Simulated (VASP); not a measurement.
# SnO (P6_3/mmc) in VASP: notebook

Aim: see how the results for SnO move with the level of theory and the settings. Levels: PBEsol, r2SCAN+rVV10. Tasks: relaxation of cell and atoms.

Everything below comes from runs of VASP 6.6.1. Logs are shortened: lines on timing, memory, paths and dates and some standing lists are left out, and cuts for length are marked.

### Step 1. The cell of the first run

It takes space group P6_3/mmc (No. 194, hexagonal). Conventional cell: a = 2.892 Å, b = 2.892 Å, c = 4.714 Å, α = 90.00°, β = 90.00°, γ = 120.00°. Sn (site symmetry -3m) has 6 O at 2.04 Å and 2 Sn at 2.36 Å within 2.7 Å. Within 2.7 Å of O (site symmetry -6m2) lie 6 Sn at 2.04 Å.

### Step 2. Relaxation of cell and atoms, PBEsol

INCAR

```
SYSTEM = SnO
  PREC = Accurate
  ENCUT = 910
  EDIFF = 1E-7
  ISMEAR = -1
  SIGMA = 0.03
  LREAL = .False.
  LASPH = .True.
  NELM = 120
  ALGO = Normal
  ISIF = 3
  LWAVE = .False.
  LCHARG = .False.
  GGA = PS
  IBRION = 2
  NSW = 100
  EDIFFG = -0.01
  GGA_COMPAT = .False.
  NELMIN = 4
```

KPOINTS

```
regular mesh
0
Gamma
  9 9 4
  0 0 0
```

POSCAR

```
SnO
1.0
    2.8918761600      0.0000000000      0.0000000000
   -1.4459380800      2.5044382192      0.0000000000
    0.0000000000      0.0000000000      4.7137581408
Sn O
2 2
Direct
    0.0000000000      0.0000000000      0.0000000000
    0.0000000000      0.0000000000      0.5000000000
    0.3333333333      0.6666666667      0.2500000000
    0.6666666667      0.3333333333      0.7500000000
```

Potentials or basis: VASP PAW PBE potentials, release 64 (Sn_d, O_h).

On the command line:

```console
$ cat potpaw_PBE.64/Sn_d/POTCAR potpaw_PBE.64/O_h/POTCAR > POTCAR
$ mpirun -np 1 vasp_std > vasp.out
```

OUTCAR:

```text
SYSTEM = SnO
   PREC = Accurate
   ENCUT = 910
   EDIFF = 1E-7
   ISMEAR = -1
   LREAL = .False.
   LASPH = .True.
   NELM = 120
   ISIF = 3
   GGA = PS
   IBRION = 2
   NSW = 100
   EDIFFG = -0.01
   NELMIN = 4

 ion  position               nearest neighbor table
   1  0.000  0.000  0.000-   3 2.04   4 2.04   4 2.04   3 2.04   4 2.04   3 2.04   2 2.36   2 2.36
                             2 3.73   2 3.73   2 3.73   2 3.73   2 3.73   2 3.73   2 3.73   2 3.73
   2  0.000  0.000  0.500-   3 2.04   4 2.04   4 2.04   3 2.04   4 2.04   3 2.04   1 2.36   1 2.36
                             1 3.73   1 3.73   1 3.73   1 3.73   1 3.73   1 3.73   1 3.73   1 3.73
   3  0.333  0.667  0.250-   1 2.04   2 2.04   1 2.04   2 2.04   1 2.04   2 2.04
   4  0.667  0.333  0.750-   1 2.04   2 2.04   1 2.04   2 2.04   1 2.04   2 2.04

  LATTYP: Found a hexagonal cell.
 ALAT       =     2.8918761600
 C/A-ratio  =     1.6300000000

  Lattice vectors:

 A1 = (   2.8918761600,   0.0000000000,   0.0000000000)
 A2 = (  -1.4459380800,   2.5044382192,   0.0000000000)
 A3 = (   0.0000000000,   0.0000000000,   4.7137581408)

Analysis of symmetry for initial positions (statically):
=====================================================================
 Subroutine PRICEL returns:
 Original cell was already a primitive cell.

 Routine SETGRP: Setting up the symmetry group for a
 hexagonal supercell.

 Subroutine GETGRP returns: Found 24 space group operations
 (whereof 12 operations were pure point group operations)
 out of a pool of 24 trial point group operations.

The static configuration has the point symmetry D_3d.
 The point group associated with its full space group is D_6h.

Analysis of symmetry for dynamics (positions and initial velocities):
=====================================================================
 Subroutine PRICEL returns:
 Original cell was already a primitive cell.

 Routine SETGRP: Setting up the symmetry group for a
 hexagonal supercell.

 Subroutine GETGRP returns: Found 24 space group operations
 (whereof 12 operations were pure point group operations)
 out of a pool of 24 trial point group operations.

The dynamic configuration has the point symmetry D_3d.
 The point group associated with its full space group is D_6h.

 Subroutine INISYM returns: Found 24 space group operations
 (whereof 12 operations are pure point group operations),
 and found     1 'primitive' translations

----------------------------------------------------------------------------------------

                                     Primitive cell

  volume of cell :      34.1395
[... 79 lines left out ...]
   dimension x,y,z NGXF=    56 NGYF=   56 NGZF=   96
   ions per type =               2   2
   NGX,Y,Z   is equivalent  to a cutoff of  16.10, 16.10, 16.93 a.u.
   NGXF,Y,Z  is equivalent  to a cutoff of  32.19, 32.19, 33.86 a.u.
 SYSTEM =  SnO
   PREC   = accura    normal or accurate (medium, high low for compatibility)
   ISTART =      0    job   : 0-new  1-cont  2-samecut
   ICHARG =      2    charge: 1-file 2-atom 10-const
   ISPIN  =      1    spin polarized calculation?
   LNONCOLLINEAR =      F non collinear calculations
   LSORBIT =      F    spin-orbit coupling
   LASPH  =      T    aspherical Exc in radial PAW
   ENCUT  =  910.0 eV  66.88 Ry    8.18 a.u.   7.11  7.11 11.59*2*pi/ulx,y,z
   NELM   =    120;   NELMIN=  4; NELMDL= -5     # of ELM steps
   EDIFF  = 0.1E-06   stopping-criterion for ELM
   LREAL  =      F    real-space projection
   EDIFFG = -.1E-01   stopping-criterion for IOM
   NSW    =    100    number of steps for IOM
   IBRION =      2    ionic relax: 0-MD 1-quasi-New 2-CG
   NFREE  =      1    steps in history (QN), initial steepest desc. (CG)
   ISIF   =      3    stress and relaxation
   ISYM   =      2    0-nonsym 1-usesym 2-fastsym
   POTIM  = 0.5000    time-step for ionic-motion
   TEBEG  =    0.0;   TEEND  =   0.0 temperature during run
   PSTRESS=    0.0 pullay stress
   NELECT =      40.0000    total number of electrons
   NUPDOWN=      -1.0000    fix difference up-down
   EMIN   =  10.00;   EMAX   =-10.00  energy-range for DOS
   EFERMI =   0.00;   METHOD = LEGACY
   ISMEAR =    -1;   SIGMA  =   0.03  broadening in eV -4-tet -1-fermi 0-gaus
   EFERMI_NEDOS =   21; number of points for ismear=-14 and -15
   IALGO  =     38    algorithm
   IMIX   =      4    mixing-type and parameters
     AMIX     =   0.40;   BMIX     =  1.00
     AMIX_MAG =   1.60;   BMIX_MAG =  1.00
  volume/ion in A,a.u.               =       8.53        57.60
  Fermi-wavevector in a.u.,A,eV,Ry     =   1.725874  3.261429 40.526867  2.978641
  Thomas-Fermi vector in A             =   2.801292
   LORBIT       =      0    0 simple, 1 ext, 2 COOP (PROOUT), +10 PAW based schemes
   GGA     = PS    functional components
   LHFCALC =     F    Hartree Fock is set to
   AEXX    =    0.0000 exact exchange contribution
   IVDW    =     0    specifies the selected vdW correction
   LEPSILON=     F    determine dielectric tensor
   LRPA    =     F    only Hartree local field effects (RPA)
 conjugate gradient relaxation of ions
 non-spin polarized calculation
  energy-cutoff  :      910.00
  volume of cell :       34.14
 maximum number of plane-waves:      2150
   NGX = 15   NGY = 15   NGZ = 23

--------------------------------------- Ionic step        1  -------------------------------------------

 number of electron      40.0000005 magnetization

 Free energy of the ion-electron system (eV)
  ---------------------------------------------------
  ext. energy  EPLUGINS =         0.00000000
  ---------------------------------------------------
  free energy    TOTEN  =        -6.36134390 eV

  energy without entropy =       -6.35727836  energy(sigma->0) =       -6.35931113

 E-fermi :  21.4606     XC(G=0): -14.7678

 val. band max:       21.4507821327   @ k =   0.3333   0.3333   0.5000
 cond. band min:      21.5584480750   @ k =   0.3333   0.0000   0.0000
 fundamental gap:      0.1076659424
 Fermi energy:        21.4606481415
[... 1412 lines left out ...]
  FREE ENERGIE OF THE ION-ELECTRON SYSTEM (eV)
  ---------------------------------------------------
  free  energy   TOTEN  =       -19.6319056812 eV

  energy  without entropy=      -19.6299421695  energy(sigma->0) =      -19.63092393

[... ionic steps 4 to 9 ...]

--------------------------------------- Ionic step       10  -------------------------------------------

 number of electron      40.0000016 magnetization

------------------------ aborting loop because EDIFF is reached ----------------------------------------
[... 71 lines left out ...]
--------------------------------------- Ionic step       12  -------------------------------------------

 number of electron      40.0000016 magnetization

 Free energy of the ion-electron system (eV)
  ---------------------------------------------------
  ext. energy  EPLUGINS =         0.00000000
  ---------------------------------------------------
  free energy    TOTEN  =       -20.89169187 eV

  energy without entropy =      -20.89121031  energy(sigma->0) =      -20.89145109

 E-fermi :   9.8544     XC(G=0): -11.6590

 val. band max:        9.7306197707   @ k =   0.3333   0.2222   0.0000
 cond. band min:       9.9435913513   @ k =   0.3333   0.3333   0.2500
 fundamental gap:      0.2129715805
 Fermi energy:         9.8543521873
[... 679 lines left out ...]
  FREE ENERGIE OF THE ION-ELECTRON SYSTEM (eV)
  ---------------------------------------------------
  free  energy   TOTEN  =       -20.8916918698 eV

  energy  without entropy=      -20.8912103135  energy(sigma->0) =      -20.89145109

 reached required accuracy - stopping structural energy minimisation
```

OSZICAR:

```text
N       E                     dE             d eps       ncg     rms          rms(c)
DAV:   1     0.541338792685E+03    0.54134E+03   -0.29072E+04  1928   0.444E+03
[... 140 lines left out ...]
       N       E                     dE             d eps       ncg     rms          rms(c)
DAV:   1    -0.208918850600E+02   -0.21079E-03   -0.57344E-03  2160   0.102E+00    0.864E-02
DAV:   2    -0.208917314678E+02    0.15359E-03   -0.52128E-04  2232   0.259E-01    0.349E-02
DAV:   3    -0.208916969155E+02    0.34552E-04   -0.66255E-05  2184   0.151E-01    0.145E-02
DAV:   4    -0.208916914866E+02    0.54289E-05   -0.18172E-05  2456   0.605E-02    0.340E-03
DAV:   5    -0.208916918832E+02   -0.39662E-06   -0.39767E-06  2352   0.249E-02    0.175E-03
DAV:   6    -0.208916918698E+02    0.13400E-07   -0.38399E-07  1576   0.620E-03
  12 F= -.20891692E+02 E0= -.20891451E+02  d E =-.175477E-04
```

CONTCAR:

```text
SnO
   1.00000000000000
     3.3417958915956971    0.0000000000000000   -0.0000000000000000
    -1.6708979457978486    2.8940801364440705   -0.0000000000000000
    -0.0000000000000000    0.0000000000000000    6.0067097661229845
  Sn              O
     2     2
Direct
     0.0000000000000000    0.0000000000000000    0.0000000000000000
     0.0000000000000000    0.0000000000000000    0.5000000000000000
     0.3333333332999970    0.6666666667000030    0.2500000000000000
     0.6666666667000030    0.3333333332999970    0.7500000000000000

  0.00000000E+00  0.00000000E+00  0.00000000E+00
  0.00000000E+00  0.00000000E+00  0.00000000E+00
  0.00000000E+00  0.00000000E+00  0.00000000E+00
  0.00000000E+00  0.00000000E+00  0.00000000E+00
```

It took 4.4 min on 1 thread of Intel Xeon 6975P-C (Granite Rapids), shared host; peak memory 0.24 GiB.

What came out:

```yaml
Free_energy: -20.8917 eV
Relaxed_volume: 14.52 Å³/atom
Relaxed_cell: a = 3.342 Å, b = 3.342 Å, c = 6.007 Å, α = 90.00°, β = 90.00°, γ = 120.00°
Space_group_after_relaxing_to_0.1_Å: P6_3/mmc (No. 194)
Pressure_after_relaxing: 0.0 GPa
Band_gap_on_the_k_mesh: zero (bands 20 and 21 overlap by 0.68 eV)
```

Final structure:
```
CELL_PARAMETERS angstrom
3.34180 0.00000 0.00000
-1.67090 2.89408 0.00000
0.00000 0.00000 6.00671
ATOMIC_POSITIONS crystal
Sn 0.00000 0.00000 0.00000
Sn 0.00000 0.00000 0.50000
O 0.33333 0.66667 0.25000
O 0.66667 0.33333 0.75000
```

Levels at points of the mesh, in eV from the Fermi level:
```csv
k point,band 16,band 17,band 18,band 19,band 20,band 21,band 22,band 23,band 24
"(0.00, 0.00, 0.00)",-3.97,-3.97,-3.66,-3.66,-1.25,0.88,5.86,5.86,7.91
"(0.00, 0.00, 0.50)",-3.82,-3.82,-3.82,-2.73,-2.73,3.13,3.13,6.54,6.54
```

Caveat: the cutoff is under 1.25 times the usual one of these potentials, so pressure, stress and relaxed cells hold a basis-set (Pulay) error; the volume moved by over 15 % at a fixed basis, so the end points are rough; semilocal functionals underestimate gaps, so a narrow gap can read as zero; the PAW data sets were made with another functional, which shifts forces and pressure a little; spin-orbit coupling is left out, which moves the levels of the heavy elements.

### Step 3. Relaxation of cell and atoms, r2SCAN+rVV10

This run uses another cell than the first one, of 15.85 Å³/atom.

POSCAR

```
SnO
1.0
    3.3694196854      0.0000000000      0.0000000000
   -1.6847098427      2.9180030436      0.0000000000
    0.0000000000      0.0000000000      6.4482380009
Sn O
2 2
Direct
    0.0000000000      0.0000000000      0.0000000000
    0.0000000000      0.0000000000      0.5000000000
    0.3333333333      0.6666666667      0.2500000000
    0.6666666667      0.3333333333      0.7500000000
```

INCAR.step1

```
PREC = Accurate
ENCUT = 600
ISMEAR = -1
SIGMA = 0.03
LREAL = F
LASPH = T
NELM = 80
GGA = PE
ALGO = Normal
EDIFF = 1E-4
LWAVE = T
LCHARG = F
```

INCAR.step2

```
PREC = Accurate
ENCUT = 600
EDIFF = 1E-7
ISMEAR = -1
SIGMA = 0.03
LREAL = F
LASPH = T
NELM = 80
ALGO = Normal
ISIF = 3
LWAVE = F
LCHARG = F
METAGGA = R2SCAN
LMIXTAU = T
LUSE_VDW = T
IVDW_NL = 2
BPARAM = 11.95
CPARAM = 0.0093
IBRION = 2
NSW = 100
EDIFFG = -0.01
ISTART = 1
```

KPOINTS

```
Automatic mesh
0
Gamma
  12 12 4
```

Potentials or basis: VASP PAW PBE potentials, release 64 (Sn_d, O).

On the command line:

```console
$ cat potpaw_PBE.64/Sn_d/POTCAR potpaw_PBE.64/O/POTCAR > POTCAR
$ cp INCAR.step1 INCAR
$ mpirun -np 1 vasp_std > vasp.out
$ cp INCAR.step2 INCAR
$ mpirun -np 1 vasp_std > vasp.out
```

It took 27 min on 1 thread of AMD EPYC 9R45 (Zen 5), shared host; peak memory 0.4 GiB.

It converged, with:

- Free energy: -63.1582 eV
- Relaxed volume: 16.04 Å³/atom
- Relaxed cell: a = 3.387 Å, b = 3.387 Å, c = 6.462 Å, α = 90.00°, β = 90.00°, γ = 120.00°
- Space group after relaxing (to 0.1 Å): P6_3/mmc (No. 194)
- Energy gained by relaxing: 0.7 meV/atom
- Ionic steps: 6
- Pressure after relaxing: 0.0 GPa
- Band gap on the k mesh: zero (bands 20 and 21 overlap by 0.87 eV)

Stress tensor (GPa, compression positive):
```
 0.02  0.00  0.00
 0.00  0.02  0.00
 0.00  0.00 -0.08
```

Step by step:
```tsv
step	energy change (eV)	largest force (eV/Å)	pressure (GPa)	volume (Å³)
1	0.0000	0.0000	1.21	63.40
2	-0.0015	0.0000	-0.70	64.50
3	-0.0026	0.0000	0.02	64.07
4	-0.0026	0.0000	0.00	64.08
5	-0.0026	0.0000	0.00	64.11
6	-0.0027	0.0000	-0.01	64.18
```

Final structure:
```cif
data_structure
_symmetry_space_group_name_H-M 'P 1'
_symmetry_Int_Tables_number 1
_cell_length_a 3.3865
_cell_length_b 3.3865
_cell_length_c 6.4615
_cell_angle_alpha 90.000
_cell_angle_beta 90.000
_cell_angle_gamma 120.000
_cell_volume 64.18
loop_
_atom_site_label
_atom_site_type_symbol
_atom_site_fract_x
_atom_site_fract_y
_atom_site_fract_z
_atom_site_occupancy
Sn1 Sn 0.00000 0.00000 0.00000 1
Sn2 Sn 0.00000 0.00000 0.50000 1
O1 O 0.33333 0.66667 0.25000 1
O2 O 0.66667 0.33333 0.75000 1
```

Levels at points of the mesh, in eV from the Fermi level:
| k point | band 17 | band 18 | band 19 | band 20 | band 21 | band 22 | band 23 | band 24 |
| --- | --- | --- | --- | --- | --- | --- | --- | --- |
| (0.00, 0.00, 0.00) | -3.45 | -3.23 | -3.23 | -0.43 | 0.45 | 6.48 | 6.48 | 7.29 |
| (0.50, 0.00, 0.00) | -4.41 | -3.43 | -2.21 | -0.92 | -0.59 | 2.05 | 3.86 | 4.43 |
| (0.00, 0.00, 0.50) | -3.34 | -3.34 | -2.64 | -2.64 | 3.19 | 3.19 | 6.97 | 6.97 |
| (0.50, 0.00, 0.50) | -3.96 | -3.96 | -2.67 | -2.67 | 1.80 | 1.80 | 4.24 | 4.24 |

Caveat: the PAW data sets were made with another functional, which shifts forces and pressure a little; spin-orbit coupling is left out, which moves the levels of the heavy elements.
